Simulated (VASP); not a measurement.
Runs of VASP 6.6.1 on ScAl2P3. The structure is that of space group P-4m2 (No. 115), or close to it. The cells are those of the table. 

```csv
task,spin,cell,k mesh,cutoff (eV),gap on the mesh (eV),pressure (GPa),largest force (eV/Å)
single point,off,"a = 3.624, b = 3.624, c = 7.682 Å, 6 atoms",6 × 6 × 2,520,none,-0.2,-
single point,"collinear, ferromagnetic start","a = 3.624, b = 3.624, c = 7.682 Å, 6 atoms",6 × 6 × 2,520,none,-0.2,-
single point,off,"a = 3.609, b = 3.609, c = 7.786 Å, 6 atoms",10 × 10 × 6,520,none,0.0,0.01
relaxation of cell and atoms,off,"relaxed from a = 3.624, b = 3.624, c = 7.682 Å, 6 atoms",10 × 10 × 6,600,none,0.0,0.01
single point,off,"a = 3.694, b = 3.694, c = 8.138 Å, 6 atoms",6 × 6 × 2,520,none,(a),1.96
```

Alike in all rows: level PBE; potentials or basis VASP PAW PBE potentials, release 64 (Sc_sv, Al, P); smearing gaussian 0.1 eV.

Estimate the missing entries.

(a) -6.8.

Caveats: some runs use coarse meshes; forces of over 1 eV/Å act on the atoms, so gaps and moduli don't describe the material at rest (some runs).

A gap of «none» marks levels without a gap at the run's occupations.
